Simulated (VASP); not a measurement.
Crystal: NiO.

```
CELL_PARAMETERS angstrom
0.00000 2.29867 2.29867
2.29867 0.00000 2.29867
2.29867 2.29867 0.00000
ATOMIC_POSITIONS crystal
Ni 0.00000 0.00000 0.00000
O 0.25000 0.25000 0.25000
```

Base run:

- Program: VASP 6.6.1
- Functional: PBE
- Potentials or basis: VASP PAW PBE potentials, release 64 (Ni, O)
- Cutoff: 520 eV
- k mesh: 10 × 10 × 10
- Occupations: fermi-dirac, width 0.05 eV
- Spin: collinear spin, ferromagnetic start
- Starting moments: [1.0, 0.0] μB

Its results: band gap on the k mesh zero (filled and empty bands overlap); pressure -9.1 GPa; net moment 1.98 μB per cell; site moments Ni +1.54; O +0.38 μB.

Question: The run is repeated on the same cell with these changes: potentials or basis from VASP PAW PBE potentials, release 64 (Ni, O) to VASP PAW PBE potentials, release 64 (Ni_sv_GW, O); cutoff from 520 eV to 600 eV; further incar settings from ALGO = Normal; EDIFF = 1e-06; NBANDS = 19 to ALGO = Normal; EDIFF = 1e-06; NBANDS = 23; valence electrons from 16 to 24. What comes out?

Answer: Band gap on the k mesh zero (filled and empty bands overlap); pressure -11.2 GPa; net moment 1.99 μB per cell; site moments Ni +1.57; O +0.37 μB.

Caveats: a cell with one magnetic atom can't hold antiferromagnetic order, which such compounds often take; semilocal functionals often make such compounds metallic where correlation or magnetic order opens a gap, which also shifts bond lengths.
